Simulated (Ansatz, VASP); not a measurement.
**One calculation of Ga, two programs**

```
Ga
1.0
     1.40805   -4.37447   -0.01261
     1.40805    4.37447   -0.01261
    -0.14995    0.00000    3.24689
Ga
2
Direct
  0.85037 0.14963 0.25000
  0.14963 0.85037 0.75000
```

Alike in both runs: task single point; functional PBE; k mesh 16 × 16 × 12; occupations gaussian, width 0.1 eV; no spin polarisation.

|  | VASP | Ansatz |
| --- | --- | --- |
| version | VASP 6.6.1 | Ansatz 0.2.0 |
| potentials or method | VASP PAW PBE potentials, release 64 (Ga_d), cutoff 520 eV | scalar-relativistic, plane waves, PAW |
| valence electrons in the cell | 26 | 26 |

Ansatz gave:

- gap on the k mesh at the Fermi level (eV): none
- pressure (GPa): 0.2
- traceless stress, the component that is largest in VASP (GPa): 1.53
- rms of the force components (eV/Å): 0.503

Problem. Which values does VASP return?

Solution. gap on the k mesh at the Fermi level (eV): none; pressure (GPa): 0.2; traceless stress, the component that is largest in VASP (GPa): 1.56; rms of the force components (eV/Å): 0.508.

Atom by atom the forces differ by 0.005 eV/Å (rms over components). A gap of «none» marks a metal or a gap that the smearing closes. The functional is the same, so the differences come from potentials, cutoffs and numerics.
